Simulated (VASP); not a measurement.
Here is a VASP 6.6.1 calculation.

Contents of INCAR:

```
SYSTEM = Pt
ALGO = Fast ; EDIFF = 1E-6
ENCUT = 520 ; GGA = PS
ISIF = 2 ; ISMEAR = 0
LASPH = .True. ; LCHARG = .False.
LREAL = .False. ; LWAVE = .False.
NBANDS = 11 ; NELM = 80
PREC = Accurate ; SIGMA = 0.15
```

Contents of KPOINTS:

```
k-points
0
Gamma
  20 20 20
  0 0 0
```

The input POSCAR:

```
Pt
1.0
    0.0000000000      1.8600050000      2.0068475000
    1.8600050000      0.0000000000      2.0068475000
    1.8600050000      1.8600050000      0.0000000000
Pt
1
Direct
    0.0000000000      0.0000000000      0.0000000000
```

Potentials or basis: VASP PAW PBE potentials, release 64 (Pt).

Command:

```sh
$ cat potpaw_PBE.64/Pt/POTCAR > POTCAR
$ mpirun -np 1 vasp_std > vasp.out
```

(1) What does it give for the pressure?

(2) What does it give for the band gap on the k mesh?

Results:

(1) 29.1 GPa.

(2) zero (bands 5 and 6 overlap by 2.99 eV).

Caveat: the cell differs from its parent crystal (strain -0.050 along x and y, +0.025 along z); the cell stands under pressure; the PAW data sets were made with another functional, which shifts forces and pressure a little; spin-orbit coupling is left out, which moves the levels of the heavy elements.
